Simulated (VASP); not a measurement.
# Hf (P6/mmm) in VASP: a series of runs

Hf is run at these levels: PBE; tasks: single point.

All numbers are computed with VASP 6.6.1; they aren't measurements. Logs are shortened: lines on timing, memory, paths and dates and some standing lists are left out, and cuts for length are marked.

### 1 The cell of the first run

The structure is hexagonal, space group P6/mmm (No. 191). Conventional cell: a = 5.059 Å, b = 5.059 Å, c = 3.139 Å, α = 90.00°, β = 90.00°, γ = 120.00°. Within 3.8 Å of Hf (site symmetry -6m2) lie 11 Hf at 2.92 to 3.32 Å. Hf (site symmetry 6/mmm) has 14 Hf at 3.14 to 3.32 Å within 4.1 Å.

### 2 Single point, PBE (volume scaled by 1.040)

INCAR reads:

```
SYSTEM = Hf
  PREC = Accurate
  ENCUT = 520
  EDIFF = 1E-6
  ISMEAR = 0
  SIGMA = 0.05
  LREAL = .FALSE.
  LASPH = .TRUE.
  NELM = 60
  ALGO = Fast
  ISIF = 2
  LWAVE = .FALSE.
  LCHARG = .TRUE.
  GGA = PE
  LELF = .TRUE.
  LVHAR = .TRUE.
  NBANDS = 22
```

KPOINTS reads:

```
Automatic mesh
0
G
  10 10 12
  0 0 0
```

POSCAR reads:

```
Hf
1.0
    5.0593519987      0.0000000000      0.0000000000
   -2.5296759994      4.3815273576      0.0000000000
    0.0000000000      0.0000000000      3.1394422288
Hf
3
Direct
    0.6666666667      0.3333333333      0.5000000000
    0.3333333333      0.6666666667      0.5000000000
    0.0000000000      0.0000000000      0.0000000000
```

Potentials or basis: VASP PAW PBE potentials, release 64 (Hf_pv).

The run is started by

```console
cat potpaw_PBE.64/Hf_pv/POTCAR > POTCAR
mpirun -np 1 vasp_std > vasp.out
```

OUTCAR:

```text
SYSTEM = Hf
   PREC = Accurate
   ENCUT = 520
   EDIFF = 1E-6
   ISMEAR = 0
   LREAL = .FALSE.
   LASPH = .TRUE.
   NELM = 60
   ISIF = 2
   GGA = PE

 ion  position               nearest neighbor table
   1  0.667  0.333  0.500-   2 2.92   2 2.92   2 2.92   3 3.32   3 3.32   3 3.32   3 3.32   3 3.32
                             3 3.32
   2  0.333  0.667  0.500-   1 2.92   1 2.92   1 2.92   3 3.32   3 3.32   3 3.32   3 3.32   3 3.32
                             3 3.32
   3  0.000  0.000  0.000-   1 3.32   2 3.32   1 3.32   2 3.32   1 3.32   1 3.32   2 3.32   2 3.32
                             1 3.32   1 3.32   2 3.32   2 3.32

  LATTYP: Found a hexagonal cell.
 ALAT       =     5.0593519987
 C/A-ratio  =     0.6205225945

  Lattice vectors:

 A1 = (   5.0593519987,   0.0000000000,   0.0000000000)
 A2 = (  -2.5296759994,   4.3815273576,   0.0000000000)
 A3 = (   0.0000000000,   0.0000000000,   3.1394422288)

Analysis of symmetry for initial positions (statically):
=====================================================================
 Subroutine PRICEL returns:
 Original cell was already a primitive cell.

 Routine SETGRP: Setting up the symmetry group for a
 hexagonal supercell.

 Subroutine GETGRP returns: Found 24 space group operations
 (whereof 24 operations were pure point group operations)
 out of a pool of 24 trial point group operations.

The static configuration has the point symmetry D_6h.

Analysis of symmetry for dynamics (positions and initial velocities):
=====================================================================
 Subroutine PRICEL returns:
 Original cell was already a primitive cell.

 Routine SETGRP: Setting up the symmetry group for a
 hexagonal supercell.

 Subroutine GETGRP returns: Found 24 space group operations
 (whereof 24 operations were pure point group operations)
 out of a pool of 24 trial point group operations.

The dynamic configuration has the point symmetry D_6h.

 Subroutine INISYM returns: Found 24 space group operations
 (whereof 24 operations are pure point group operations),
 and found     1 'primitive' translations

----------------------------------------------------------------------------------------

                                     Primitive cell

  volume of cell :      69.5942

  direct lattice vectors                    reciprocal lattice vectors
     5.059351999  0.000000000  0.000000000     0.197653771  0.114115458  0.000000000
    -2.529675999  4.381527358  0.000000000     0.000000000  0.228230915  0.000000000
     0.000000000  0.000000000  3.139442229     0.000000000  0.000000000  0.318527919

  length of vectors
     5.059351999  5.059351999  3.139442229     0.228230915  0.228230915  0.318527919

  position of ions in fractional coordinates (direct lattice)
     0.666666667  0.333333333  0.500000000
     0.333333333  0.666666667  0.500000000
     0.000000000  0.000000000  0.000000000

  ion indices of the primitive-cell ions
   primitive index   ion index
                 1           1
                 2           2
                 3           3

----------------------------------------------------------------------------------------

 KPOINTS: Automatic mesh

Automatic generation of k-mesh.
 Grid dimensions read from file:
 generate k-points for:   10   10   12

 Generating k-lattice:

  Cartesian coordinates                     Fractional coordinates (reciprocal lattice)
     0.019765377  0.011411546  0.000000000     0.100000000 -0.000000000  0.000000000
     0.000000000  0.022823092  0.000000000     0.000000000  0.100000000  0.000000000
     0.000000000  0.000000000  0.026543993     0.000000000  0.000000000  0.083333333

  Length of vectors
     0.022823092  0.022823092  0.026543993

  Shift w.r.t. Gamma in fractional coordinates (k-lattice)
     0.000000000  0.000000000  0.000000000

 Subroutine IBZKPT returns following result:
 ===========================================

 Found     98 irreducible k-points:

 Following reciprocal coordinates:
            Coordinates               Weight
  0.000000  0.000000  0.000000      1.000000
  0.100000  0.000000  0.000000      6.000000
  0.200000  0.000000  0.000000      6.000000
  0.300000  0.000000  0.000000      6.000000
  0.400000  0.000000  0.000000      6.000000
  0.500000  0.000000  0.000000      3.000000
[... 16 lines left out ...]
  0.300000  0.100000  0.083333     24.000000
  0.400000  0.100000  0.083333     24.000000
 [... further k-points ...]
   k-points           NKPTS =     98   k-points in BZ     NKDIM =     98   number of bands    NBANDS=     22
   number of dos      NEDOS =    301   number of ions     NIONS =      3
   total plane-waves  NPLWV =  38400
   dimension x,y,z NGX =    40 NGY =   40 NGZ =   24
   dimension x,y,z NGXF=    80 NGYF=   80 NGZF=   48
   ions per type =               3
   NGX,Y,Z   is equivalent  to a cutoff of  13.14, 13.14, 12.71 a.u.
   NGXF,Y,Z  is equivalent  to a cutoff of  26.29, 26.29, 25.42 a.u.
 SYSTEM =  Hf
   PREC   = accura    normal or accurate (medium, high low for compatibility)
   ISTART =      0    job   : 0-new  1-cont  2-samecut
   ICHARG =      2    charge: 1-file 2-atom 10-const
   ISPIN  =      1    spin polarized calculation?
   LNONCOLLINEAR =      F non collinear calculations
   LSORBIT =      F    spin-orbit coupling
   LASPH  =      T    aspherical Exc in radial PAW
   ENCUT  =  520.0 eV  38.22 Ry    6.18 a.u.   9.41  9.41  5.84*2*pi/ulx,y,z
   NELM   =     60;   NELMIN=  2; NELMDL= -5     # of ELM steps
   EDIFF  = 0.1E-05   stopping-criterion for ELM
   LREAL  =      F    real-space projection
   EDIFFG = 0.1E-04   stopping-criterion for IOM
   NSW    =      0    number of steps for IOM
   IBRION =     -1    ionic relax: 0-MD 1-quasi-New 2-CG
   NFREE  =      0    steps in history (QN), initial steepest desc. (CG)
   ISIF   =      2    stress and relaxation
   ISYM   =      2    0-nonsym 1-usesym 2-fastsym
   POTIM  = 0.5000    time-step for ionic-motion
   TEBEG  =    0.0;   TEEND  =   0.0 temperature during run
   PSTRESS=    0.0 pullay stress
   NELECT =      30.0000    total number of electrons
   NUPDOWN=      -1.0000    fix difference up-down
   EMIN   =  10.00;   EMAX   =-10.00  energy-range for DOS
   EFERMI =   0.00;   METHOD = LEGACY
   ISMEAR =     0;   SIGMA  =   0.05  broadening in eV -4-tet -1-fermi 0-gaus
   EFERMI_NEDOS =   21; number of points for ismear=-14 and -15
   IALGO  =     68    algorithm
   IMIX   =      4    mixing-type and parameters
     AMIX     =   0.40;   BMIX     =  1.00
     AMIX_MAG =   1.60;   BMIX_MAG =  1.00
  volume/ion in A,a.u.               =      23.20       156.55
  Fermi-wavevector in a.u.,A,eV,Ry     =   1.236681  2.336988 20.808469  1.529379
  Thomas-Fermi vector in A             =   2.371279
   LORBIT       =      0    0 simple, 1 ext, 2 COOP (PROOUT), +10 PAW based schemes
   GGA     = PE    functional components
   LHFCALC =     F    Hartree Fock is set to
   AEXX    =    0.0000 exact exchange contribution
   IVDW    =     0    specifies the selected vdW correction
   LEPSILON=     F    determine dielectric tensor
   LRPA    =     F    only Hartree local field effects (RPA)
 non-spin polarized calculation
 RMM-DIIS sequential band-by-band and
 Gauss-broadening in eV      SIGMA  =   0.05
  energy-cutoff  :      520.00
  volume of cell :       69.59
 maximum number of plane-waves:      1896
 NGX is ok and might be reduce to    40
   NGX = 19   NGY = 19   NGZ = 11

 number of electron      29.9999998 magnetization

 Free energy of the ion-electron system (eV)
  ---------------------------------------------------
  ext. energy  EPLUGINS =         0.00000000
  ---------------------------------------------------
  free energy    TOTEN  =       -29.60429555 eV

  energy without entropy =      -29.60086000  energy(sigma->0) =      -29.60257777

 E-fermi :   4.4597     XC(G=0): -11.1185

 val. band max:        4.4504144597   @ k =   0.3000   0.2000   0.4167
 cond. band min:       4.4654690215   @ k =   0.1000   0.0000   0.0000
 fundamental gap:      0.0150545618
 Fermi energy:         4.4597482148

 k-point     1 :       0.0000    0.0000    0.0000
  band No.  band energies     occupation
      1     -26.3431      2.00000
      2     -26.3431      2.00000
      3     -26.2297      2.00000
      4     -26.2297      2.00000
      5     -25.9801      2.00000
      6     -25.7474      2.00000
[... 14 lines left out ...]
     21       7.3045      0.00000
     22       7.3232      0.00000

 k-point     2 :       0.1000    0.0000    0.0000
  band No.  band energies     occupation
      1     -26.3724      2.00000
      2     -26.3653      2.00000
      3     -26.2000      2.00000
      4     -26.1881      2.00000
      5     -25.9772      2.00000
      6     -25.7475      2.00000
[... 14 lines left out ...]
     21       6.9241      0.00000
     22       7.7852      0.00000

 k-point     3 :       0.2000    0.0000    0.0000
  band No.  band energies     occupation
      1     -26.4215      2.00000
      2     -26.3842      2.00000
      3     -26.1497      2.00000
      4     -26.1187      2.00000
      5     -25.9696      2.00000
      6     -25.7475      2.00000
[... 14 lines left out ...]
     21       6.9618      0.00000
     22       8.3017      0.00000
[... 476 lines left out ...]
 k-point    23 :       0.3000    0.1000    0.0833
  band No.  band energies     occupation
      1     -26.4572      2.00000
      2     -26.3649      2.00000
      3     -26.1368      2.00000
      4     -26.0272      2.00000
      5     -25.9782      2.00000
      6     -25.7745      2.00000
[... 14 lines left out ...]
     21       7.7376      0.00000
     22       8.2018      0.00000

 k-point    24 :       0.4000    0.1000    0.0833
  band No.  band energies     occupation
      1     -26.4740      2.00000
      2     -26.3283      2.00000
      3     -26.1603      2.00000
      4     -26.0166      2.00000
      5     -25.9619      2.00000
      6     -25.7829      2.00000
[... 14 lines left out ...]
     21       7.5620      0.00000
     22       8.4098      0.00000

 [... further k-points ...]

------------------------ aborting loop because EDIFF is reached ----------------------------------------

  FORCE on cell =-STRESS in cart. coord.  units (eV):
  Direction    XX          YY          ZZ          XY          YZ          ZX
  --------------------------------------------------------------------------------------
  -------------------------------------------------------------------------------------
  Total       -1.9144393     -1.9144393     -1.8416959      0.0000000      0.0000000      0.0000000
  in kB      -44.0736747    -44.0736747    -42.3989981      0.0000000      0.0000000      0.0000000
  external PRESSURE =     -43.5154492 kB  Pullay stress =       0.0000000 kB

 VOLUME and BASIS-vectors are now :
 -----------------------------------------------------------------------------
  energy-cutoff  :      520.00
  volume of cell :       69.59
      direct lattice vectors                 reciprocal lattice vectors
     5.059351999  0.000000000  0.000000000     0.197653771  0.114115458  0.000000000
    -2.529675999  4.381527358  0.000000000     0.000000000  0.228230915  0.000000000
     0.000000000  0.000000000  3.139442229     0.000000000  0.000000000  0.318527919

 POSITION                                       TOTAL-FORCE (eV/Angst)
 -----------------------------------------------------------------------------------
      2.52968      1.46051      1.56972         0.000000      0.000000      0.000000
     -0.00000      2.92102      1.56972        -0.000000     -0.000000      0.000000
      0.00000      0.00000      0.00000        -0.000000      0.000000      0.000000
 -----------------------------------------------------------------------------------
    total drift:                                0.000000     -0.000000      0.000000

  FREE ENERGIE OF THE ION-ELECTRON SYSTEM (eV)
  ---------------------------------------------------
  free  energy   TOTEN  =       -29.6042955484 eV

  energy  without entropy=      -29.6008600015  energy(sigma->0) =      -29.60257777
```

Wall time 4 min (1 thread of Intel Xeon Platinum 8488C (Sapphire Rapids), shared host); peak memory 0.26 GiB.

What came out:

* Free energy: -29.6043 eV
* Pressure: -4.4 GPa
* Band gap on the k mesh: zero (band 15 reaches 4.83 eV, above the bottom of band 16 at 3.87 eV)

Stress tensor (GPa, compression positive):
```
-4.41  0.00  0.00
 0.00 -4.41  0.00
 0.00  0.00 -4.24
```

Caveat: spin-orbit coupling is left out, which moves the levels of the heavy elements.

### 3 Single point, PBE (volume scaled by 0.920)

INCAR reads:

```
PREC = Accurate
ENCUT = 520
EDIFF = 1E-6
ISMEAR = 0
SIGMA = 0.05
LREAL = False
LASPH = True
NELM = 60
ALGO = Fast
ISIF = 2
LWAVE = False
LCHARG = False
GGA = PE
NBANDS = 22
```

KPOINTS reads:

```
regular mesh
0
Gamma
  10 10 14
```

POSCAR reads:

```
Hf
1.0
    4.8534827349      0.0000000000      0.0000000000
   -2.4267413675      4.2032393452      0.0000000000
    0.0000000000      0.0000000000      3.0177954377
Hf
3
Direct
    0.6666666667      0.3333333333      0.5000000000
    0.3333333333      0.6666666667      0.5000000000
    0.0000000000      0.0000000000      0.0000000000
```

Potentials or basis: VASP PAW PBE potentials, release 64 (Hf_pv).

The run is started by

```console
cat potpaw_PBE.64/Hf_pv/POTCAR > POTCAR
mpirun -np 1 vasp_std > vasp.out
```

OUTCAR:

```text
PREC = Accurate
   ENCUT = 520
   EDIFF = 1E-6
   ISMEAR = 0
   LREAL = False
   LASPH = True
   NELM = 60
   ISIF = 2
   GGA = PE

 ion  position               nearest neighbor table
   1  0.667  0.333  0.500-   2 2.80   2 2.80   2 2.80   3 3.18   3 3.18   3 3.18   3 3.18   3 3.18
                             3 3.18
   2  0.333  0.667  0.500-   1 2.80   1 2.80   1 2.80   3 3.18   3 3.18   3 3.18   3 3.18   3 3.18
                             3 3.18
   3  0.000  0.000  0.000-   1 3.18   2 3.18   1 3.18   2 3.18   2 3.18   2 3.18   1 3.18   1 3.18
                             1 3.18   1 3.18   2 3.18   2 3.18

  LATTYP: Found a hexagonal cell.
 ALAT       =     4.8534827349
 C/A-ratio  =     0.6217793701

  Lattice vectors:

 A1 = (   4.8534827349,   0.0000000000,   0.0000000000)
 A2 = (  -2.4267413675,   4.2032393452,   0.0000000000)
 A3 = (   0.0000000000,   0.0000000000,   3.0177954377)

Analysis of symmetry for initial positions (statically):
=====================================================================
 Subroutine PRICEL returns:
 Original cell was already a primitive cell.

 Routine SETGRP: Setting up the symmetry group for a
[... 169 lines left out ...]
  energy without entropy =      -29.48804177  energy(sigma->0) =      -29.48985453

 E-fermi :   5.3511     XC(G=0): -11.6818

 val. band max:        5.3444703591   @ k =   0.3000   0.2000   0.2857
 cond. band min:       5.3641677355   @ k =   0.4000   0.1000   0.2857
 fundamental gap:      0.0196973764
 Fermi energy:         5.3511032689

 k-point     1 :       0.0000    0.0000    0.0000
  band No.  band energies     occupation
      1     -25.2495      2.00000
      2     -25.2495      2.00000
      3     -25.2301      2.00000
      4     -25.2301      2.00000
      5     -24.7428      2.00000
      6     -24.4628      2.00000
[... 589 lines left out ...]
     21       8.7363      0.00000
     22       9.7918      0.00000

 [... further k-points ...]

------------------------ aborting loop because EDIFF is reached ----------------------------------------

  FORCE on cell =-STRESS in cart. coord.  units (eV):
  Direction    XX          YY          ZZ          XY          YZ          ZX
  --------------------------------------------------------------------------------------
  -------------------------------------------------------------------------------------
  Total        3.8136513      3.8136513      3.9086006     -0.0000000      0.0000000      0.0000000
  in kB       99.2485475     99.2485475    101.7195579     -0.0000000      0.0000000      0.0000000
  external PRESSURE =     100.0722177 kB  Pullay stress =       0.0000000 kB

 VOLUME and BASIS-vectors are now :
 -----------------------------------------------------------------------------
  energy-cutoff  :      520.00
  volume of cell :       61.56
      direct lattice vectors                 reciprocal lattice vectors
     4.853482735  0.000000000  0.000000000     0.206037614  0.118955872  0.000000000
    -2.426741368  4.203239345  0.000000000     0.000000000  0.237911743  0.000000000
     0.000000000  0.000000000  3.017795438     0.000000000  0.000000000  0.331367722

 POSITION                                       TOTAL-FORCE (eV/Angst)
 -----------------------------------------------------------------------------------
      2.42674      1.40108      1.50890        -0.000000     -0.000000      0.000000
     -0.00000      2.80216      1.50890        -0.000000      0.000000     -0.000000
      0.00000      0.00000      0.00000         0.000000      0.000000      0.000000
 -----------------------------------------------------------------------------------
    total drift:                                0.000000      0.000000     -0.000000

  FREE ENERGIE OF THE ION-ELECTRON SYSTEM (eV)
  ---------------------------------------------------
  free  energy   TOTEN  =       -29.4916672871 eV

  energy  without entropy=      -29.4880417735  energy(sigma->0) =      -29.48985453
```

stdout:

```text
POSCAR found type information on POSCAR Hf
 POSCAR found :  1 types and       3 ions
 scaLAPACK will be used
 LDA part: xc-table for (Slater+PW92), standard interpolation
 POSCAR, INCAR and KPOINTS ok, starting setup
 FFT: planning ... GRIDC
 FFT: planning ... GRID_SOFT
 FFT: planning ... GRID
 WAVECAR not read
 entering main loop
```

Wall time 2.6 min (1 thread of Intel Xeon Platinum 8488C (Sapphire Rapids), shared host); peak memory 0.25 GiB.

Results:

- Free energy: -29.4917 eV
- Pressure: 10.0 GPa
- Band gap on the k mesh: zero (band 15 reaches 5.73 eV, above the bottom of band 16 at 4.75 eV)

Caveat: spin-orbit coupling is left out, which moves the levels of the heavy elements.
